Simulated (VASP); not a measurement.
A run of VASP 6.6.1 is set up as follows.

File INCAR:

```
PREC = Accurate
ENCUT = 520
EDIFF = 1E-6
ISMEAR = 0
SIGMA = 0.2
LREAL = F
LASPH = T
NELM = 80
ALGO = Normal
ISIF = 2
LWAVE = F
LCHARG = F
GGA = PE
NBANDS = 35
```

KPOINTS

```
regular mesh
0
Gamma
  6 6 2
```

The input POSCAR:

```
Ca2Se
1.0
    4.0199794179      0.0000000000      0.0000000000
   -2.0099897089      3.4814042986      0.0000000000
    0.0000000000      0.0000000000     14.3673320874
Ca Se
4 2
Direct
    0.3333333333      0.6666666667      0.3718348248
    0.3333333333      0.6666666667      0.8718348248
    0.3333333333      0.6666666667      0.1281651753
    0.3333333333      0.6666666667      0.6281651752
    0.0000000000      0.0000000000      0.0000000000
    0.0000000000      0.0000000000      0.5000000000
```

Potentials or basis: VASP PAW PBE potentials, release 64 (Ca_sv, Se).

Command:

```console
$ cat potpaw_PBE.64/Ca_sv/POTCAR potpaw_PBE.64/Se/POTCAR > POTCAR
$ mpirun -np 1 vasp_std > vasp.out
```

(1) Predict the band gap on the k mesh.

(2) What does it give for the pressure?

Answers

(1) zero (band 26 reaches 3.27 eV, above the bottom of band 27 at 2.73 eV).

(2) 0.1 GPa.
